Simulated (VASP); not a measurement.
The system is Sc4Te.

```
Sc Te
1.0
    -3.01168    3.01168    3.01168
     3.01168   -3.01168    3.01168
     3.01168    3.01168   -3.01168
Sc Te
4 1
Cartesian
  1.5058 1.5058 -1.5058
  -1.5058 1.5058 1.5058
  1.5058 -1.5058 1.5058
  1.5058 1.5058 1.5058
  0.0000 0.0000 0.0000
```

The cell was built from a structure type or drawn by symmetry, and may not be a known phase.

* Program: VASP 6.6.1
* Task: relaxation of cell and atoms
* Functional: PBE
* Potentials or basis: VASP PAW PBE potentials, release 64 (Sc_sv, Te)
* Cutoff: 600 eV
* k mesh: 4 × 4 × 4
* Occupations: gaussian, width 0.1 eV
* Spin: no spin polarisation

At the start: pressure 23.4 GPa; volume 21.85 Å³/atom.

Q: Where does the relaxation end?

A: Over 5 steps the energy falls by 414.9 meV/atom and the volume is 29.08 Å³/atom (+33.1 %); space group Im-3m (No. 229, to 0.1 Å) before and after.

The path:
```csv
step,energy change (eV),largest force (eV/Å),pressure (GPa),volume (Å³)
1,0.0000,0.0000,23.41,109.27
2,-1.5381,0.0000,-4.31,167.94
3,-2.0220,0.0000,0.73,143.23
4,-2.0502,0.0000,-0.25,146.20
5,-2.0746,0.0000,-0.01,145.39
```

Final structure:
```
Sc Te
1.0
    -3.31250    3.31250    3.31250
     3.31250   -3.31250    3.31250
     3.31250    3.31250   -3.31250
Sc Te
4 1
Direct
  0.00000 0.00000 0.50000
  0.50000 0.00000 0.00000
  0.00000 0.50000 0.00000
  0.50000 0.50000 0.50000
  0.00000 0.00000 0.00000
```

Caveat: the k points lie up to 0.34 Å⁻¹ apart in the final cell, too coarse for converged energies and pressures of a metal; the volume moved by over 15 % at a fixed basis, so the end points are rough.
